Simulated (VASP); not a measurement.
Input of a VASP 6.6.1 run:

INCAR

```
ALGO = Normal
EDIFF = 1E-6
ENCUT = 520
GGA = PS
ISIF = 2
ISMEAR = -1
LASPH = True
LCHARG = True
LELF = True
LREAL = False
LVHAR = True
LWAVE = False
NBANDS = 16
NELM = 100
PREC = Accurate
SIGMA = 0.1
```

File KPOINTS:

```
k-points
0
Gamma
  8 8 8
```

Contents of POSCAR:

```
InSb
1.0
    0.0000000000      3.2605031479      3.2605031479
    3.2605031479      0.0000000000      3.2605031479
    3.2605031479      3.2605031479      0.0000000000
In Sb
1 1
Direct
    0.0000000000      0.0000000000      0.0000000000
    0.7500000000      0.7500000000      0.7500000000
```

Potentials or basis: VASP PAW PBE potentials, release 64 (In_d, Sb).

Run with:

```bash
$ cat potpaw_PBE.64/In_d/POTCAR potpaw_PBE.64/Sb/POTCAR > POTCAR
$ mpirun -np 1 vasp_std > vasp.out
```

**Question.** What does it give for the band gap on the k mesh?

**Answer.** Zero (filled and empty bands touch).

**Question.** Predict the pressure.

**Answer.** 0.0 GPa.

Caveat: semilocal functionals underestimate gaps, so a narrow gap can read as zero; the PAW data sets were made with another functional, which shifts forces and pressure a little; spin-orbit coupling is left out, which moves the levels of the heavy elements.

**Measured values to compare with.**

“Electronic Structure and Epitaxy of CdTe Shells on InSb Nanowires”, 2021, arxiv:2111.05126 quotes, for a bulk crystal of InSb: band gap 0.24 eV.

Measured gap of InSb: 0.24 eV (quoted in “Electronic Structure and Epitaxy of CdTe Shells on InSb Nanowires”, 2021, arxiv:2111.05126). This calculation gives 0.00 eV (-0.24 eV). Spin-orbit coupling on In, Sb is left out. The value is that of PBEsol on a finite k mesh, which can miss the band edges, without temperature or zero-point motion. Semilocal functionals fall short of measured gaps as a rule.
